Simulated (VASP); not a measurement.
Input of a VASP 6.6.1 run:

File POSCAR:

```
CdF2
1.0
    0.0000000000      2.6825809941      2.6825809941
    2.6825809941      0.0000000000      2.6825809941
    2.6825809941      2.6825809941      0.0000000000
Cd F
1 2
Direct
    0.0000000000      0.0000000000      0.0000000000
    0.2500000000      0.2500000000      0.2500000000
    0.7500000000      0.7500000000      0.7500000000
```

Contents of INCAR.step1:

```
SYSTEM = CdF2
  PREC = Accurate
  ENCUT = 520
  EDIFF = 1E-5
  ISMEAR = 0
  SIGMA = 0.01
  LREAL = .FALSE.
  LASPH = .TRUE.
  NELM = 120
  ALGO = Normal
  ISIF = 2
  LWAVE = .TRUE.
  GGA = PE
  NBANDS = 24
  GGA_COMPAT = .FALSE.
```

INCAR.step2

```
SYSTEM = CdF2
  PREC = Accurate
  ENCUT = 520
  EDIFF = 1E-6
  ISMEAR = 0
  SIGMA = 0.01
  LREAL = .FALSE.
  LASPH = .TRUE.
  NELM = 120
  ALGO = Normal
  ISIF = 2
  LWAVE = .FALSE.
  LCHARG = .TRUE.
  GGA = PE
  LHFCALC = .TRUE.
  HFSCREEN = 0.2079
  PRECFOCK = Normal
  LELF = .TRUE.
  LVHAR = .TRUE.
  ISTART = 1
  NBANDS = 24
  GGA_COMPAT = .FALSE.
```

The input KPOINTS:

```
Automatic mesh
0
G
  4 4 4
  0 0 0
```

Potentials or basis: VASP PAW PBE potentials, release 64 (Cd_sv_GW, F).

Run with:

```sh
$ cat potpaw_PBE.64/Cd_sv_GW/POTCAR potpaw_PBE.64/F/POTCAR > POTCAR
$ cp INCAR.step1 INCAR
$ mpirun -np 1 vasp_std > vasp.out
$ cp INCAR.step2 INCAR
$ mpirun -np 1 vasp_std > vasp.out
```

Task: Estimate the pressure.

Result: 1.5 GPa.

Task: Predict the band gap on the k mesh.

Result: 5.24 eV (least direct gap 5.81 eV).

Caveat: the k points lie up to 0.51 Å⁻¹ apart; the PAW data sets were made with another functional, which shifts forces and pressure a little. A k mesh can miss the band edges.
